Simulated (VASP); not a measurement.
A run of VASP 6.6.1:

INCAR

```
SYSTEM = Re
PREC = Accurate ; ENCUT = 520
EDIFF = 1E-6 ; ISMEAR = -1
SIGMA = 0.1 ; LREAL = .False.
LASPH = .True. ; NELM = 80
ALGO = Normal ; ISIF = 2
LWAVE = .False. ; LCHARG = .True.
LELF = .True. ; LVHAR = .True.
NBANDS = 14
```

Contents of KPOINTS:

```
Automatic mesh
0
Gamma
  9 9 5
  0 0 0
```

POSCAR

```
Re
1.0
    2.6663551634      0.0000000000      0.0000000000
   -1.3331775817      2.3091313070      0.0000000000
    0.0000000000      0.0000000000      4.2891422958
Re
2
Direct
    0.3333333333      0.6666666667      0.2500000000
    0.6666666667      0.3333333333      0.7500000000
```

Potentials or basis: VASP PAW LDA potentials, release 64 (Re).

Launch:

```console
$ cat potpaw_LDA.64/Re/POTCAR > POTCAR
$ mpirun -np 1 vasp_std > vasp.out
```

Hardware: 1 thread of Intel(R) Xeon(R) Platinum 8488C (Sapphire Rapids), with other jobs on the host.

Task: Estimate the wall time of this run.

Result: It took 11 s on 1 thread of Intel(R) Xeon(R) Platinum 8488C (Sapphire Rapids) (shared host), peak memory 0.13 GiB. Counts: scf iterations 12, k points 36.
